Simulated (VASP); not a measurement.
Set up this calculation in VASP 6.6.1, as the native input.

* Task: single point
* Functional: PBE
* Potentials or basis: VASP PAW PBE potentials, release 64 (Gd, N)
* Cutoff: 520 eV
* k mesh: 10 × 10 × 10
* Occupations: gaussian, width 0.05 eV
* Spin: collinear spin, ferrimagnetic start
* Starting moments: [7.62, -0.16] μB
* Hubbard terms: Gd f U = 6.0 eV
* Dipole correction: no
* Further INCAR settings: ALGO = Normal; EDIFF = 1e-06; NBANDS = 22

The structure of GdN lies in POSCAR:

```
GdN
1.0
    0.0000000000      2.4842280118      2.4842280118
    2.4842280118      0.0000000000      2.4842280118
    2.4842280118      2.4842280118      0.0000000000
Gd N
1 1
Direct
    0.0000000000      0.0000000000      0.0000000000
    0.5000000000      0.5000000000      0.5000000000
```

This cell differs from its parent crystal: volume scaled by 0.980.

The input as run:

INCAR

```
SYSTEM = GdN
PREC = Accurate
ENCUT = 520
EDIFF = 1E-6
ISMEAR = 0
SIGMA = 0.05
LREAL = .FALSE.
LASPH = .TRUE.
NELM = 150
ALGO = Normal
ISIF = 2
LWAVE = .FALSE.
LCHARG = .TRUE.
ISPIN = 2
MAGMOM = 7.62 -0.16
LORBIT = 11
LMAXMIX = 6
LDAU = .TRUE.
LDAUTYPE = 2
LDAUL = 3 -1
LDAUU = 6 0
LDAUJ = 0 0
LDAUPRINT = 1
GGA = PE
LELF = .TRUE.
LVHAR = .TRUE.
NBANDS = 22
```

KPOINTS

```
regular mesh
0
G
  10 10 10
  0 0 0
```

Potentials or basis: VASP PAW PBE potentials, release 64 (Gd, N).

The run is started by

```bash
$ cat potpaw_PBE.64/Gd/POTCAR potpaw_PBE.64/N/POTCAR > POTCAR
$ mpirun -np 1 vasp_std > vasp.out
```

Results of the run:

| Item | Value |
| --- | --- |
| Pressure | 3.5 GPa |
| Band gap on the k mesh | zero (filled and empty bands overlap) |
| Net moment | 7.00 μB per cell |
| Site moments | Gd +6.87; N -0.12 μB |
| Valence electrons inside the program's atomic spheres | Gd 15.23; N 3.64 |

Caveat: spin-orbit coupling is left out, which moves the levels of the heavy elements; a cell with one magnetic atom can't hold antiferromagnetic order, which such compounds often take.

Wall time 48 s on 1 thread of Intel(R) Xeon(R) 6975P-C (Granite Rapids), with other jobs on the host, peak memory 0.21 GiB.
